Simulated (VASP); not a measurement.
# PbS (Fm-3m) in VASP: notebook

PbS is run at these levels: r2SCAN+rVV10, RPBE, revPBE+D3(BJ), BLYP+D4; tasks: single point, relaxation of cell and atoms.

Program: VASP 6.6.1. These are calculated values, not measurements. Logs are shortened: lines on timing, memory, paths and dates and some standing lists are left out, and cuts for length are marked.

## Step 1: The cell of the first run

The structure is cubic, space group Fm-3m (No. 225). The conventional cell has a = 5.942 Å, b = 5.942 Å, c = 5.942 Å, α = 90.00°, β = 90.00°, γ = 90.00°. Within 3.9 Å of Pb (site symmetry m-3m) lie 6 S at 2.97 Å. Within 3.9 Å of S (site symmetry m-3m) lie 6 Pb at 2.97 Å.

## Step 2: Single point, r2SCAN+rVV10

POSCAR

```
PbS
1.0
    0.0000000000      2.9708274123      2.9708274123
    2.9708274123      0.0000000000      2.9708274123
    2.9708274123      2.9708274123      0.0000000000
Pb S
1 1
Direct
    0.0000000000      0.0000000000      0.0000000000
    0.5000000000      0.5000000000      0.5000000000
```

INCAR.step1

```
PREC = Accurate ; ENCUT = 520
ISMEAR = 0 ; SIGMA = 0.05
LREAL = False ; LASPH = True
NELM = 60 ; NBANDS = 17
GGA = PE ; ALGO = Normal
EDIFF = 1E-4 ; LWAVE = True
LCHARG = False
```

INCAR.step2

```
PREC = Accurate ; ENCUT = 520
EDIFF = 1E-7 ; ISMEAR = 0
SIGMA = 0.05 ; LREAL = False
LASPH = True ; NELM = 60
ALGO = Normal ; ISIF = 2
LWAVE = False ; LCHARG = False
METAGGA = R2SCAN ; LMIXTAU = True
LUSE_VDW = True ; IVDW_NL = 2
BPARAM = 11.95 ; CPARAM = 0.0093
NBANDS = 17 ; ISTART = 1
```

KPOINTS

```
regular mesh
0
Gamma
  8 8 8
```

Potentials or basis: VASP PAW PBE potentials, release 64 (Pb_d, S).

The run is started by

```bash
$ cat potpaw_PBE.64/Pb_d/POTCAR potpaw_PBE.64/S/POTCAR > POTCAR
$ cp INCAR.step1 INCAR
$ mpirun -np 1 vasp_std > vasp.out
$ cp INCAR.step2 INCAR
$ mpirun -np 1 vasp_std > vasp.out
```

OUTCAR:

```text
PREC = Accurate
   ENCUT = 520
   EDIFF = 1E-7
   ISMEAR = 0
   LREAL = False
   LASPH = True
   NELM = 60
   ISIF = 2
   METAGGA = R2SCAN
   IVDW_NL = 2
   BPARAM = 11.95
   ISTART = 1

 ion  position               nearest neighbor table
   1  0.000  0.000  0.000-   2 2.97   2 2.97   2 2.97   2 2.97   2 2.97   2 2.97
   2  0.500  0.500  0.500-   1 2.97   1 2.97   1 2.97   1 2.97   1 2.97   1 2.97

  LATTYP: Found a face centered cubic cell.
 ALAT       =     5.9416548246

  Lattice vectors:

 A1 = (   0.0000000000,   2.9708274123,   2.9708274123)
 A2 = (   2.9708274123,   0.0000000000,   2.9708274123)
 A3 = (   2.9708274123,   2.9708274123,   0.0000000000)

Analysis of symmetry for initial positions (statically):
=====================================================================
 Subroutine PRICEL returns:
 Original cell was already a primitive cell.

 Routine SETGRP: Setting up the symmetry group for a
 face centered cubic supercell.

 Subroutine GETGRP returns: Found 48 space group operations
 (whereof 48 operations were pure point group operations)
 out of a pool of 48 trial point group operations.

The static configuration has the point symmetry O_h .

Analysis of symmetry for dynamics (positions and initial velocities):
=====================================================================
 Subroutine PRICEL returns:
 Original cell was already a primitive cell.

 Routine SETGRP: Setting up the symmetry group for a
 face centered cubic supercell.

 Subroutine GETGRP returns: Found 48 space group operations
 (whereof 48 operations were pure point group operations)
 out of a pool of 48 trial point group operations.

The dynamic configuration has the point symmetry O_h .

 Subroutine INISYM returns: Found 48 space group operations
 (whereof 48 operations are pure point group operations),
 and found     1 'primitive' translations

----------------------------------------------------------------------------------------

                                     Primitive cell

  volume of cell :      52.4399

  direct lattice vectors                    reciprocal lattice vectors
     0.000000000  2.970827412  2.970827412    -0.168303281  0.168303281  0.168303281
     2.970827412  0.000000000  2.970827412     0.168303281 -0.168303281  0.168303281
     2.970827412  2.970827412  0.000000000     0.168303281  0.168303281 -0.168303281

  length of vectors
     4.201384418  4.201384418  4.201384418     0.291509833  0.291509833  0.291509833

  position of ions in fractional coordinates (direct lattice)
     0.000000000  0.000000000  0.000000000
     0.500000000  0.500000000  0.500000000

  ion indices of the primitive-cell ions
   primitive index   ion index
                 1           1
                 2           2

----------------------------------------------------------------------------------------

 KPOINTS: regular mesh

Automatic generation of k-mesh.
 Grid dimensions read from file:
 generate k-points for:    8    8    8

 Generating k-lattice:

  Cartesian coordinates                     Fractional coordinates (reciprocal lattice)
    -0.021037910  0.021037910  0.021037910     0.125000000  0.000000000  0.000000000
     0.021037910 -0.021037910  0.021037910     0.000000000  0.125000000  0.000000000
     0.021037910  0.021037910 -0.021037910     0.000000000  0.000000000  0.125000000

  Length of vectors
     0.036438729  0.036438729  0.036438729

  Shift w.r.t. Gamma in fractional coordinates (k-lattice)
     0.000000000  0.000000000  0.000000000

 Subroutine IBZKPT returns following result:
 ===========================================

 Found     29 irreducible k-points:

 Following reciprocal coordinates:
            Coordinates               Weight
  0.000000  0.000000  0.000000      1.000000
  0.125000  0.000000  0.000000      8.000000
  0.250000  0.000000  0.000000      8.000000
  0.375000  0.000000  0.000000      8.000000
  0.500000  0.000000  0.000000      4.000000
  0.125000  0.125000  0.000000      6.000000
[... 16 lines left out ...]
  0.500000  0.250000  0.125000     48.000000
 -0.375000  0.250000  0.125000     24.000000
 [... further k-points ...]
   k-points           NKPTS =     29   k-points in BZ     NKDIM =     29   number of bands    NBANDS=     17
   number of dos      NEDOS =    301   number of ions     NIONS =      2
   total plane-waves  NPLWV =  32768
   dimension x,y,z NGX =    32 NGY =   32 NGZ =   32
   dimension x,y,z NGXF=    64 NGYF=   64 NGZF=   64
   ions per type =               1   1
   NGX,Y,Z   is equivalent  to a cutoff of  12.66, 12.66, 12.66 a.u.
   NGXF,Y,Z  is equivalent  to a cutoff of  25.32, 25.32, 25.32 a.u.
 SYSTEM =  unknown system
   PREC   = accura    normal or accurate (medium, high low for compatibility)
   ISTART =      1    job   : 0-new  1-cont  2-samecut
   ICHARG =      0    charge: 1-file 2-atom 10-const
   ISPIN  =      1    spin polarized calculation?
   LNONCOLLINEAR =      F non collinear calculations
   LSORBIT =      F    spin-orbit coupling
   LASPH  =      T    aspherical Exc in radial PAW
   ENCUT  =  520.0 eV  38.22 Ry    6.18 a.u.   7.81  7.81  7.81*2*pi/ulx,y,z
   NELM   =     60;   NELMIN=  2; NELMDL=  0     # of ELM steps
   EDIFF  = 0.1E-06   stopping-criterion for ELM
   LREAL  =      F    real-space projection
   EDIFFG = 0.1E-05   stopping-criterion for IOM
   NSW    =      0    number of steps for IOM
   IBRION =     -1    ionic relax: 0-MD 1-quasi-New 2-CG
   NFREE  =      0    steps in history (QN), initial steepest desc. (CG)
   ISIF   =      2    stress and relaxation
   ISYM   =      2    0-nonsym 1-usesym 2-fastsym
   POTIM  = 0.5000    time-step for ionic-motion
   TEBEG  =    0.0;   TEEND  =   0.0 temperature during run
   PSTRESS=    0.0 pullay stress
   NELECT =      20.0000    total number of electrons
   NUPDOWN=      -1.0000    fix difference up-down
   EMIN   =  10.00;   EMAX   =-10.00  energy-range for DOS
   EFERMI =   0.00;   METHOD = LEGACY
   ISMEAR =     0;   SIGMA  =   0.05  broadening in eV -4-tet -1-fermi 0-gaus
   EFERMI_NEDOS =   21; number of points for ismear=-14 and -15
   IALGO  =     38    algorithm
   IMIX   =      4    mixing-type and parameters
     AMIX     =   0.40;   BMIX     =  1.00
     AMIX_MAG =   1.60;   BMIX_MAG =  1.00
  volume/ion in A,a.u.               =      26.22       176.94
  Fermi-wavevector in a.u.,A,eV,Ry     =   1.187219  2.243518 19.177253  1.409488
  Thomas-Fermi vector in A             =   2.323375
   LORBIT       =      0    0 simple, 1 ext, 2 COOP (PROOUT), +10 PAW based schemes
   METAGGA = R2SCAN    functional components
   LHFCALC =     F    Hartree Fock is set to
   AEXX    =    0.0000 exact exchange contribution
   IVDW_NL    =     2    kernel type
   BPARAM     =11.9500
   IVDW    =     0    specifies the selected vdW correction
   LEPSILON=     F    determine dielectric tensor
   LRPA    =     F    only Hartree local field effects (RPA)
 non-spin polarized calculation
 Gauss-broadening in eV      SIGMA  =   0.05
  energy-cutoff  :      520.00
  volume of cell :       52.44
 maximum number of plane-waves:      1428
   NGX = 15   NGY = 15   NGZ = 15

 number of electron      19.9999999 magnetization

 Free energy of the ion-electron system (eV)
  ---------------------------------------------------
  ext. energy  EPLUGINS =         0.00000000
  ---------------------------------------------------
  free energy    TOTEN  =       -65.10659652 eV

  energy without entropy =      -65.10659652  energy(sigma->0) =      -65.10659652

 E-fermi :   5.8308     XC(G=0): -10.2830

 val. band max:        5.6229101914   @ k =   0.5000   0.0000   0.0000
 cond. band min:       6.2181313345   @ k =   0.5000   0.0000   0.0000
 fundamental gap:      0.5952211431
 Fermi energy:         5.8308153533

 k-point     1 :       0.0000    0.0000    0.0000
  band No.  band energies     occupation
      1     -11.7913      2.00000
      2     -11.7913      2.00000
      3     -11.7913      2.00000
      4     -11.7761      2.00000
      5     -11.7761      2.00000
      6      -8.5557      2.00000
[... 9 lines left out ...]
     16      12.7275      0.00000
     17      14.5891      0.00000

 k-point     2 :       0.1250    0.0000    0.0000
  band No.  band energies     occupation
      1     -11.7907      2.00000
      2     -11.7887      2.00000
      3     -11.7887      2.00000
      4     -11.7769      2.00000
      5     -11.7769      2.00000
      6      -8.4206      2.00000
[... 9 lines left out ...]
     16      13.1103      0.00000
     17      15.8639      0.00000

 k-point     3 :       0.2500    0.0000    0.0000
  band No.  band energies     occupation
      1     -11.7961      2.00000
      2     -11.7961      2.00000
      3     -11.7893      2.00000
      4     -11.7651      2.00000
      5     -11.7651      2.00000
      6      -8.0470      2.00000
[... 9 lines left out ...]
     16      13.9919      0.00000
     17      17.9760      0.00000

 k-point     4 :       0.3750    0.0000    0.0000
  band No.  band energies     occupation
      1     -11.8070      2.00000
      2     -11.8070      2.00000
      3     -11.7886      2.00000
      4     -11.7497      2.00000
      5     -11.7497      2.00000
      6      -7.5675      2.00000
[... 9 lines left out ...]
     16      15.2612      0.00000
     17      17.9143      0.00000
[... 343 lines left out ...]
      1     -11.8295      2.00000
      2     -11.7949      2.00000
      3     -11.7830      2.00000
      4     -11.7627      2.00000
      5     -11.7539      2.00000
      6      -7.7199      2.00000
[... 9 lines left out ...]
     16      15.9869      0.00000
     17      16.2951      0.00000

 k-point    23 :       0.5000    0.2500    0.1250
  band No.  band energies     occupation
      1     -11.8465      2.00000
      2     -11.7913      2.00000
      3     -11.7848      2.00000
      4     -11.7580      2.00000
      5     -11.7468      2.00000
      6      -7.2907      2.00000
[... 9 lines left out ...]
     16      16.3824      0.00000
     17      17.4682      0.00000

 k-point    24 :      -0.3750    0.2500    0.1250
  band No.  band energies     occupation
      1     -11.8528      2.00000
      2     -11.7947      2.00000
      3     -11.7761      2.00000
      4     -11.7630      2.00000
      5     -11.7420      2.00000
      6      -7.0763      2.00000
[... 9 lines left out ...]
     16      17.0300      0.00000
     17      17.3726      0.00000

 [... further k-points ...]

------------------------ aborting loop because EDIFF is reached ----------------------------------------

  FORCE on cell =-STRESS in cart. coord.  units (eV):
  Direction    XX          YY          ZZ          XY          YZ          ZX
  --------------------------------------------------------------------------------------
  -------------------------------------------------------------------------------------
  Total        0.0351024      0.0351024      0.0351024     -0.0000000      0.0000000      0.0000000
  in kB        1.0724712      1.0724712      1.0724712     -0.0000000      0.0000000      0.0000000
  external PRESSURE =       1.0724712 kB  Pullay stress =       0.0000000 kB

 VOLUME and BASIS-vectors are now :
 -----------------------------------------------------------------------------
  energy-cutoff  :      520.00
  volume of cell :       52.44
      direct lattice vectors                 reciprocal lattice vectors
     0.000000000  2.970827412  2.970827412    -0.168303281  0.168303281  0.168303281
     2.970827412  0.000000000  2.970827412     0.168303281 -0.168303281  0.168303281
     2.970827412  2.970827412  0.000000000     0.168303281  0.168303281 -0.168303281

 POSITION                                       TOTAL-FORCE (eV/Angst)
 -----------------------------------------------------------------------------------
      0.00000      0.00000      0.00000        -0.000000      0.000000      0.000000
      2.97083      2.97083      2.97083         0.000000     -0.000000     -0.000000
 -----------------------------------------------------------------------------------
    total drift:                                0.000000     -0.000000     -0.000000

  FREE ENERGIE OF THE ION-ELECTRON SYSTEM (eV)
  ---------------------------------------------------
  free  energy   TOTEN  =       -65.1065965157 eV

  energy  without entropy=      -65.1065965157  energy(sigma->0) =      -65.10659652
```

It took 2 min on 1 thread of Intel Xeon Platinum 8259CL at 2.50GHz (Skylake/Cascade Lake), shared host; peak memory 0.32 GiB.

What came out:

- Free energy: -65.1066 eV
- Pressure: 0.1 GPa
- Band gap on the k mesh: 0.60 eV

Levels at points of the mesh, in eV from the valence-band top:
```tsv
k point	band 6	band 7	band 8	band 9	band 10	band 11	band 12	band 13	band 14	band 15
(0.00, 0.00, 0.00)	-14.18	-6.11	-2.31	-2.31	-2.31	5.53	5.53	5.53	7.10	7.10
(0.50, 0.00, 0.00)	-12.94	-9.09	-1.91	-1.91	0.00	0.60	2.18	2.18	9.08	10.61
(0.50, 0.50, 0.00)	-12.47	-7.35	-5.37	-3.59	-3.59	4.10	5.97	6.06	6.06	11.69
```

Caveat: the PAW data sets were made with another functional, which shifts forces and pressure a little; spin-orbit coupling is left out, which moves the levels of the heavy elements. A k mesh can miss the band edges.

## Step 3: Relaxation of cell and atoms, r2SCAN+rVV10

This run uses another cell than the first one, of 26.09 Å³/atom.

POSCAR

```
PbS
1.0
    0.0000000000      2.9657500000      2.9657500000
    2.9657500000      0.0000000000      2.9657500000
    2.9657500000      2.9657500000      0.0000000000
Pb S
1 1
Direct
    0.0000000000      0.0000000000      0.0000000000
    0.5000000000      0.5000000000      0.5000000000
```

INCAR.step1

```
SYSTEM = PbS
PREC = Accurate
ENCUT = 600
ISMEAR = 0
SIGMA = 0.05
LREAL = .FALSE.
LASPH = .TRUE.
NELM = 80
GGA = PE
ALGO = Normal
EDIFF = 1E-4
LWAVE = .TRUE.
LCHARG = .FALSE.
```

INCAR.step2

```
SYSTEM = PbS
PREC = Accurate
ENCUT = 600
EDIFF = 1E-7
ISMEAR = 0
SIGMA = 0.05
LREAL = .FALSE.
LASPH = .TRUE.
NELM = 80
ALGO = Normal
ISIF = 3
LWAVE = .FALSE.
LCHARG = .FALSE.
METAGGA = R2SCAN
LMIXTAU = .TRUE.
LUSE_VDW = .TRUE.
IVDW_NL = 2
BPARAM = 11.95
CPARAM = 0.0093
IBRION = 2
NSW = 60
EDIFFG = -0.01
ISTART = 1
```

KPOINTS

```
regular mesh
0
G
  8 8 8
  0 0 0
```

Potentials or basis: VASP PAW PBE potentials, release 64 (Pb_d, S).

The run is started by

```bash
$ cat potpaw_PBE.64/Pb_d/POTCAR potpaw_PBE.64/S/POTCAR > POTCAR
$ cp INCAR.step1 INCAR
$ mpirun -np 1 vasp_std > vasp.out
$ cp INCAR.step2 INCAR
$ mpirun -np 1 vasp_std > vasp.out
```

Run time: 9.2 min. Hardware: 1 thread of Intel Xeon Platinum 8259CL at 2.50GHz (Skylake/Cascade Lake), shared host; peak memory 0.39 GiB.

The run converged. Its results:

* Free energy: -65.1070 eV
* Relaxed volume: 26.29 Å³/atom
* Relaxed cell: a = 4.205 Å, b = 4.205 Å, c = 4.205 Å, α = 60.00°, β = 60.00°, γ = 60.00°
* Space group after relaxing (to 0.1 Å): Fm-3m (No. 225)
* Energy gained by relaxing: 0.3 meV/atom
* Ionic steps: 3
* Pressure after relaxing: 0.0 GPa
* Band gap on the k mesh: 0.61 eV

The path:
| step | energy change (eV) | largest force (eV/Å) | pressure (GPa) | volume (Å³) |
| --- | --- | --- | --- | --- |
| 1 | 0.0000 | 0.0000 | 0.48 | 52.17 |
| 2 | -0.0005 | 0.0000 | -0.21 | 52.76 |
| 3 | -0.0006 | 0.0000 | 0.00 | 52.57 |

Final structure:
```
Pb S
1.0
     0.00000    2.97335    2.97335
     2.97335    0.00000    2.97335
     2.97335    2.97335    0.00000
Pb S
1 1
Direct
  0.00000 0.00000 0.00000
  0.50000 0.50000 0.50000
```

Levels at points of the mesh, in eV from the valence-band top:
```
           k point  band 8  band 9  band 10  band 11  band 12  band 13
(0.00, 0.00, 0.00)   -2.29   -2.29    -2.29     5.53     5.53     5.53
(0.50, 0.00, 0.00)   -1.90   -1.90     0.00     0.61     2.19     2.19
(0.50, 0.50, 0.00)   -5.34   -3.57    -3.57     4.11     5.96     6.05
```

Caveat: the PAW data sets were made with another functional, which shifts forces and pressure a little; spin-orbit coupling is left out, which moves the levels of the heavy elements. Zero-point motion and thermal expansion aren't in these numbers.

## Step 4: Single point, RPBE

This run uses another cell than the first one, of 24.52 Å³/atom.

INCAR

```
PREC = Accurate
ENCUT = 520
EDIFF = 1E-7
ISMEAR = -1
SIGMA = 0.05
LREAL = F
LASPH = T
NELM = 80
ALGO = Normal
ISIF = 2
LWAVE = F
LCHARG = F
GGA = RP
NBANDS = 17
```

KPOINTS

```
Automatic mesh
0
Gamma
  8 8 8
```

POSCAR

```
PbS
1.0
    0.0000000000      2.9052075019      2.9052075019
    2.9052075019      0.0000000000      2.9052075019
    2.9052075019      2.9052075019      0.0000000000
Pb S
1 1
Direct
    0.0000000000      0.0000000000      0.0000000000
    0.5000000000      0.5000000000      0.5000000000
```

The run is started by

```bash
$ cat potpaw_PBE.64/Pb_d/POTCAR potpaw_PBE.64/S/POTCAR > POTCAR
$ mpirun -np 1 vasp_std > vasp.out
```

Wall time 16 s (1 thread of Intel Xeon 6455B, shared host); peak memory 0.18 GiB.

The run converged. Its results:

```yaml
Free_energy: -7.9366 eV
Pressure: 8.6 GPa
Band_gap_on_the_k_mesh: 0.20 eV
```

Levels at points of the mesh, in eV from the valence-band top:
```tsv
k point	band 6	band 7	band 8	band 9	band 10	band 11	band 12	band 13	band 14	band 15
(0.00, 0.00, 0.00)	-14.26	-5.96	-2.59	-2.59	-2.59	5.37	5.37	5.37	6.51	6.51
(0.50, 0.00, 0.00)	-12.88	-9.29	-2.15	-2.15	0.00	0.20	1.77	1.77	8.79	9.91
(0.50, 0.50, 0.00)	-12.33	-7.35	-5.81	-3.95	-3.95	3.58	5.77	5.89	5.89	11.09
```

Caveat: the cell stands under pressure; the PAW data sets were made with another functional, which shifts forces and pressure a little; spin-orbit coupling is left out, which moves the levels of the heavy elements. A k mesh can miss the band edges.

[end of part 1 of 2]
